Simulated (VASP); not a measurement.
**BaHfH6: single point with PBE**

Crystal: BaHfH6.

```
Ba Hf H
1.0
     3.62583    2.09338    2.46172
    -3.62583    2.09338    2.46172
     0.00000   -4.18675    2.46172
Ba Hf H
1 1 6
Cartesian
  0.0000 0.0000 3.6926
  0.0000 0.0000 0.0000
  2.3468 -1.3549 3.6399
  -2.3468 -1.3549 3.6399
  0.0000 -2.7098 3.7453
  2.3468 1.3549 3.7453
  -2.3468 1.3549 3.7453
  0.0000 2.7098 3.6399
```

The cell was generated, and may not be a known phase.

```yaml
Program: VASP 6.6.1
Task: single point
Functional: PBE
Potentials_or_basis: VASP PAW PBE potentials, release 64 (Ba_sv, Hf_pv, H)
Cutoff: 520 eV
k_mesh: 6 × 6 × 6
Occupations: gaussian, width 0.02 eV
Spin: no spin polarisation
```

```json
{"Pressure": "0.0 GPa", "Largest force": "0.036 eV/Å", "Band gap on the k mesh": "1.11 eV"}
```

Forces in eV/Å, atoms in the order of the input:
```
Ba   0.000  0.000  0.000
Hf   0.000  0.000  0.000
H    0.024 -0.014  0.024
H   -0.024 -0.014  0.024
H    0.000 -0.027 -0.024
H    0.024  0.014 -0.024
H   -0.024  0.014 -0.024
H    0.000  0.027  0.024
```

Levels at points of the mesh, in eV from the valence-band top:
```tsv
k point	band 9	band 10	band 11	band 12	band 13	band 14	band 15	band 16	band 17	band 18
(0.00, 0.00, 0.00)	-2.72	-2.72	-0.52	-0.52	-0.49	1.37	1.37	1.56	4.09	4.09
(0.50, 0.00, 0.00)	-3.14	-2.37	-2.04	-1.29	-1.09	1.43	2.02	2.51	4.02	4.96
(0.50, 0.50, 0.00)	-3.28	-2.34	-1.84	-1.69	0.00	1.11	2.02	2.67	4.17	5.54
(0.50, 0.50, 0.50)	-2.76	-2.76	-2.32	-1.50	-1.50	1.89	2.65	2.65	5.72	5.72
```

Run time: 32 s on 1 thread of Intel(R) Xeon(R) 6975P-C (Granite Rapids) (shared host), peak memory 0.25 GiB.

Caveat: spin-orbit coupling is left out, which moves the levels of the heavy elements. A k mesh can miss the band edges.
